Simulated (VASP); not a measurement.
A run of VASP 6.6.1 is set up as follows.

File INCAR:

```
  ALGO = Normal
  EDIFF = 1E-6
  ENCUT = 520
  GGA = PS
  GGA_COMPAT = F
  ISIF = 2
  ISMEAR = 0
  LASPH = T
  LCHARG = F
  LNONCOLLINEAR = T
  LORBIT = 11
  LORBMOM = T
  LREAL = F
  LSORBIT = T
  LWAVE = F
  MAGMOM = 0 0 0 0 0 0
  NBANDS = 30
  NELM = 150
  PREC = Accurate
  SIGMA = 0.01
```

KPOINTS

```
k-points
0
Gamma
  6 6 6
```

The input POSCAR:

```
CdTe
1.0
    3.2447046504      3.2447046504      0.0000000000
   -3.2447046504      3.2447046504      0.0000000000
    0.0000000000      3.2447046504      3.2447046504
Cd Te
1 1
Direct
    0.0000000000      0.0000000000      0.0000000000
    0.7500000000      0.2500000000      0.5000000000
```

Potentials or basis: VASP PAW PBE potentials, release 64 (Cd, Te).

Command:

```console
$ cat potpaw_PBE.64/Cd/POTCAR potpaw_PBE.64/Te/POTCAR > POTCAR
$ mpirun -np 1 vasp_ncl > vasp.out
```

Q: Predict the net moment.

A: 0.00 μB per cell.

Q: Estimate the pressure.

A: 0.2 GPa.

Moments on the atoms (μB; x, y, z):
```
Cd  0.00 0.00 0.00
Te  0.00 0.00 0.00
```

Caveat: the PAW data sets were made with another functional, which shifts forces and pressure a little.
